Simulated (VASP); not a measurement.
# C (Fd-3m) in VASP: a series of runs

Runs on C. Level: PBEsol. Tasks: elastic constants.

All numbers are computed with VASP 6.6.1; they aren't measurements. Logs are shortened: lines on timing, memory, paths and dates and some standing lists are left out, and cuts for length are marked.

### Step 1. The cell of the first run

It takes space group Fd-3m (No. 227, cubic). The conventional cell has a = 3.517 Å, b = 3.517 Å, c = 3.517 Å, α = 90.00°, β = 90.00°, γ = 90.00°. C (site symmetry -43m) has 4 C at 1.52 Å within 2.0 Å.

### Step 2. Elastic constants, PBEsol

INCAR reads:

```
SYSTEM = C
PREC     = Accurate       ! precision mode
ENCUT    = 600            ! plane-wave cutoff, eV
EDIFF    = 1E-8           ! SCF threshold, eV
ISMEAR   = 0              ! smearing method
SIGMA    = 0.01           ! smearing width, eV
LREAL    = .False.        ! projectors in reciprocal space
LASPH    = .True.         ! aspherical terms in the spheres
NELM     = 100            ! most SCF steps
ALGO     = Normal         ! electronic algorithm
ISIF     = 3              ! what is computed and relaxed
LWAVE    = .False.        ! write WAVECAR
LCHARG   = .False.        ! write CHGCAR
GGA      = PS             ! functional
NBANDS   = 11             ! bands
IBRION   = 6              ! ionic algorithm
NFREE    = 2            
POTIM    = 0.015          ! step
NSW      = 1              ! ionic steps
```

KPOINTS reads:

```
Automatic mesh
0
Gamma
  10 10 10
  0 0 0
```

POSCAR reads:

```
C
1.0
    0.0000000000      1.7583661102      1.7583661102
    1.7583661102      0.0000000000      1.7583661102
    1.7583661102      1.7583661102      0.0000000000
C
2
Direct
    0.5000000000      0.5000000000      0.5000000000
    0.7500000000      0.7500000000      0.7500000000
```

Potentials or basis: VASP PAW PBE potentials, release 64 (C).

Command:

```console
> cat potpaw_PBE.64/C/POTCAR > POTCAR
> mpirun -np 1 vasp_std > vasp.out
```

OUTCAR:

```text
SYSTEM = C
   PREC = Accurate
   ENCUT = 600
   EDIFF = 1E-8
   ISMEAR = 0
   LREAL = .False.
   LASPH = .True.
   NELM = 100
   ISIF = 3
   GGA = PS
   IBRION = 6
   NFREE = 2
   POTIM = 0.015
   NSW = 1

 ion  position               nearest neighbor table
   1  0.500  0.500  0.500-   2 1.52   2 1.52   2 1.52   2 1.52
   2  0.750  0.750  0.750-   1 1.52   1 1.52   1 1.52   1 1.52

  LATTYP: Found a face centered cubic cell.
 ALAT       =     3.5167322204

  Lattice vectors:

 A1 = (   0.0000000000,   1.7583661102,   1.7583661102)
 A2 = (   1.7583661102,   0.0000000000,   1.7583661102)
 A3 = (   1.7583661102,   1.7583661102,   0.0000000000)

Analysis of symmetry for initial positions (statically):
=====================================================================
 Subroutine PRICEL returns:
 Original cell was already a primitive cell.

 Routine SETGRP: Setting up the symmetry group for a
 face centered cubic supercell.

 Subroutine GETGRP returns: Found 48 space group operations
 (whereof 24 operations were pure point group operations)
 out of a pool of 48 trial point group operations.

The static configuration has the point symmetry T_d .
 The point group associated with its full space group is O_h .

Analysis of symmetry for dynamics (positions and initial velocities):
=====================================================================
 Subroutine PRICEL returns:
 Original cell was already a primitive cell.

 Routine SETGRP: Setting up the symmetry group for a
 face centered cubic supercell.

 Subroutine GETGRP returns: Found 48 space group operations
 (whereof 24 operations were pure point group operations)
 out of a pool of 48 trial point group operations.

The dynamic configuration has the point symmetry T_d .
 The point group associated with its full space group is O_h .

 Subroutine INISYM returns: Found 48 space group operations
 (whereof 24 operations are pure point group operations),
 and found     1 'primitive' translations

[... 665 lines left out ...]
  band No.  band energies     occupation
      1      -7.0261      2.00000
      2       2.1811      2.00000
      3       3.9834      2.00000
      4       4.7229      2.00000
      5      15.1323      0.00000
      6      18.3087      0.00000
      7      24.8359      0.00000
      8      25.0024      0.00000
      9      32.7709      0.00000
     10      33.7315      0.00000
     11      41.7461      0.00000

 [... further k-points ...]
[... 5 lines left out ...]
  --------------------------------------------------------------------------------------
  -------------------------------------------------------------------------------------
  Total        1.0576352      1.0628785      1.0628785      0.0000000     -0.0881141      0.0000000
  in kB      155.8434483    156.6160603    156.6160603      0.0000000    -12.9836816      0.0000000
  external PRESSURE =     156.3585230 kB  Pullay stress =       0.0000000 kB
[... 17 lines left out ...]
  FREE ENERGIE OF THE ION-ELECTRON SYSTEM (eV)
  ---------------------------------------------------
  free  energy   TOTEN  =       -19.2311294110 eV

  energy  without entropy=      -19.2311294110  energy(sigma->0) =      -19.23112941

 INTERNAL STRAIN TENSORS FROM STRAINED CELLS
 ============================================

 INTERNAL STRAIN TENSOR FOR ION    1 for displacements in x,y,z  (eV/Angst):
          X           Y           Z          XY          YZ          ZX
  --------------------------------------------------------------------------------
  x     0.00000    -0.00000     0.00000    -0.00000     5.87617    -0.00000
  y     0.00000     0.00000     0.00000    -0.00000     0.00000     5.87610
  z     0.00000     0.00000     0.00000     5.87612     0.00000    -0.00000

 INTERNAL STRAIN TENSORS FROM DISPLACED ATOMS
 ============================================

 INTERNAL STRAIN TENSOR FOR ION    1 for displacements in x,y,z  (eV/Angst):
          X           Y           Z          XY          YZ          ZX
  --------------------------------------------------------------------------------
  x    -0.00000    -0.00000    -0.00000     0.00000     5.87567     0.00000
  y     0.00000     0.00000     0.00000     0.00000     0.00000     5.87567
  z    -0.00000    -0.00000    -0.00000     5.87567     0.00000     0.00000

 INTERNAL STRAIN TENSOR FOR ION    2 for displacements in x,y,z  (eV/Angst):
          X           Y           Z          XY          YZ          ZX
  --------------------------------------------------------------------------------
  x     0.00000     0.00000     0.00000     0.00000    -5.87567     0.00000
  y    -0.00000    -0.00000    -0.00000     0.00000     0.00000    -5.87567
  z     0.00000     0.00000     0.00000    -5.87567     0.00000     0.00000

 Eigenvectors and eigenvalues of the dynamical matrix
 ----------------------------------------------------

   1 f  =   40.518212 THz   254.583433 2PiTHz 1351.542065 cm-1   167.569784 meV
             X         Y         Z           dx          dy          dz
      1.758366  1.758366  1.758366     0.000000   -0.707107    0.000000
      2.637549  2.637549  2.637549     0.000000    0.707107    0.000000
[... 21 lines left out ...]
   6 f  =    0.000000 THz     0.000000 2PiTHz    0.000000 cm-1     0.000000 meV
             X         Y         Z           dx          dy          dz
      1.758366  1.758366  1.758366     0.000000    0.000000    0.707107
      2.637549  2.637549  2.637549     0.000000    0.000000    0.707107

--------------------------------------------------------------------------------------------------------

 ELASTIC MODULI CONTR FROM IONIC RELAXATION (kBar)
 Direction    XX          YY          ZZ          XY          YZ          ZX
 --------------------------------------------------------------------------------
 XX          -0.0000     -0.0000     -0.0000      0.0000      0.0000     -0.0000
 YY          -0.0000     -0.0000     -0.0000      0.0000      0.0000     -0.0000
 ZZ          -0.0000     -0.0000     -0.0000      0.0000      0.0000     -0.0000
 XY           0.0000      0.0000      0.0000   -126.1014      0.0000      0.0000
 YZ           0.0000      0.0000      0.0000      0.0000   -126.1014      0.0000
 ZX          -0.0000     -0.0000     -0.0000      0.0000      0.0000   -126.1014
 --------------------------------------------------------------------------------

 TOTAL ELASTIC MODULI (kBar)
 Direction    XX          YY          ZZ          XY          YZ          ZX
 --------------------------------------------------------------------------------
 XX       11292.0335   1693.4235   1693.4235     -0.0000      0.0000      0.0000
 YY        1693.4235  11292.0335   1693.4235      0.0000     -0.0000      0.0000
 ZZ        1693.4235   1693.4235  11292.0335     -0.0000      0.0000     -0.0000
 XY          -0.0000      0.0000     -0.0000   6161.4370      0.0000     -0.0000
 YZ           0.0000     -0.0000      0.0000      0.0000   6161.4370      0.0000
 ZX           0.0000      0.0000     -0.0000     -0.0000      0.0000   6161.4370
 --------------------------------------------------------------------------------
```

Wall time 81 s (1 thread of Intel Xeon 6975P-C (Granite Rapids), shared host); peak memory 0.18 GiB.

Results:

```yaml
Elastic_constants_C11_C12_C44: 1129, 169, 616 GPa
Voigt_bulk_modulus: 489 GPa
Highest_phonon_frequency_at_Γ: 1352 cm⁻¹
```

Phonon frequencies in cm⁻¹ (negative: imaginary):
```tsv
q point	frequencies
(0.000, 0.000, 0.000)	0 0 0 1352 1352 1352
```

Elastic tensor in Voigt notation (GPa, in the Cartesian axes of the cell as first typed):
```
1129  169  169    0    0    0
 169 1129  169    0    0    0
 169  169 1129    0    0    0
   0    0    0  616    0    0
   0    0    0    0  616    0
   0    0    0    0    0  616
```

Clamped-ion elastic tensor (GPa):
```
1129  169  169    0    0    0
 169 1129  169    0    0    0
 169  169 1129    0    0    0
   0    0    0  629    0    0
   0    0    0    0  629    0
   0    0    0    0    0  629
```

Caveat: the cell is under stress, which shifts elastic constants; the PAW data sets were made with another functional, which shifts forces and pressure a little.

### Step 3. Elastic constants, PBEsol

This run uses another cell than the first one, of 5.49 Å³/atom, 1.010 times its volume.

INCAR reads:

```
SYSTEM = C
PREC = Accurate
ENCUT = 600
EDIFF = 1E-8
ISMEAR = 0
SIGMA = 0.01
LREAL = .False.
LASPH = .True.
NELM = 80
ALGO = Normal
ISIF = 3
LWAVE = .False.
LCHARG = .True.
GGA = PS
NBANDS = 11
IBRION = 6
NFREE = 2
POTIM = 0.015
NSW = 1
```

KPOINTS reads:

```
regular mesh
0
Gamma
  10 10 10
  0 0 0
```

POSCAR reads:

```
C
1.0
    0.0000000000      1.7643044310      1.7643044310
    1.7643044310      0.0000000000      1.7643044310
    1.7643044310      1.7643044310      0.0000000000
C
2
Direct
    0.5000000000      0.5000000000      0.5000000000
    0.7500000000      0.7500000000      0.7500000000
```

Potentials or basis: VASP PAW PBE potentials, release 64 (C).

Command:

```console
> cat potpaw_PBE.64/C/POTCAR > POTCAR
> mpirun -np 1 vasp_std > vasp.out
```

Run time: 88 s. Hardware: 1 thread of Intel Xeon 6975P-C (Granite Rapids), shared host; peak memory 0.18 GiB.

Results (log left out):

```
Elastic constants C11, C12, C44 : 1110, 160, 603 GPa
Voigt bulk modulus              : 477 GPa
Highest phonon frequency at Γ   : 1338 cm⁻¹
```

Phonon frequencies in cm⁻¹ (negative: imaginary):
| q point | frequencies |
| --- | --- |
| (0.000, 0.000, 0.000) | 0 0 0 1338 1338 1338 |

Elastic tensor in Voigt notation (GPa, in the Cartesian axes of the cell as first typed):
```
1110  160  160    0    0    0
 160 1110  160    0    0    0
 160  160 1110    0    0    0
   0    0    0  603    0    0
   0    0    0    0  603    0
   0    0    0    0    0  603
```

Clamped-ion elastic tensor (GPa):
```
1110  160  160    0    0    0
 160 1110  160    0    0    0
 160  160 1110    0    0    0
   0    0    0  613    0    0
   0    0    0    0  613    0
   0    0    0    0    0  613
```

Caveat: the cell is under stress, which shifts elastic constants; the PAW data sets were made with another functional, which shifts forces and pressure a little.

### Step 4. Elastic constants, PBEsol

This run uses another cell than the first one, of 5.53 Å³/atom, 1.016 times its volume.

INCAR reads:

```
SYSTEM = C
PREC     = Accurate       ! precision mode
ENCUT    = 600            ! plane-wave cutoff, eV
EDIFF    = 1E-8           ! SCF threshold, eV
ISMEAR   = 0              ! smearing method
SIGMA    = 0.01           ! smearing width, eV
LREAL    = .False.        ! projectors in reciprocal space
LASPH    = .True.         ! aspherical terms in the spheres
NELM     = 80             ! most SCF steps
ALGO     = Normal         ! electronic algorithm
ISIF     = 3              ! what is computed and relaxed
LWAVE    = .False.        ! write WAVECAR
LCHARG   = .False.        ! write CHGCAR
GGA      = PS             ! functional
NBANDS   = 11             ! bands
IBRION   = 6              ! ionic algorithm
NFREE    = 2            
POTIM    = 0.015          ! step
NSW      = 1              ! ionic steps
```

KPOINTS reads:

```
Automatic mesh
0
Gamma
  10 10 10
  0 0 0
```

POSCAR reads:

```
C
1.0
    0.0000000000      1.7679841394      1.7679841394
    1.7679841394      0.0000000000      1.7679841394
    1.7679841394      1.7679841394      0.0000000000
C
2
Direct
    0.5000000000      0.5000000000      0.5000000000
    0.7500000000      0.7500000000      0.7500000000
```

Command:

```console
> cat potpaw_PBE.64/C/POTCAR > POTCAR
> mpirun -np 1 vasp_std > vasp.out
```

It took 85 s on 1 thread of Intel Xeon 6975P-C (Granite Rapids), shared host; peak memory 0.18 GiB.

It converged, with:

```
Elastic constants C11, C12, C44 : 1098, 154, 595 GPa
Voigt bulk modulus              : 469 GPa
Highest phonon frequency at Γ   : 1330 cm⁻¹
```

Phonon frequencies in cm⁻¹ (negative: imaginary):
```csv
q point,frequencies
"(0.000, 0.000, 0.000)",0 0 0 1330 1330 1330
```

Elastic tensor in Voigt notation (GPa, in the Cartesian axes of the cell as first typed):
```
1098  154  154    0    0    0
 154 1098  154    0    0    0
 154  154 1098    0    0    0
   0    0    0  595    0    0
   0    0    0    0  595    0
   0    0    0    0    0  595
```

Clamped-ion elastic tensor (GPa):
```
1098  154  154    0    0    0
 154 1098  154    0    0    0
 154  154 1098    0    0    0
   0    0    0  604    0    0
   0    0    0    0  604    0
   0    0    0    0    0  604
```

Caveat: the cell is under stress, which shifts elastic constants; the PAW data sets were made with another functional, which shifts forces and pressure a little.
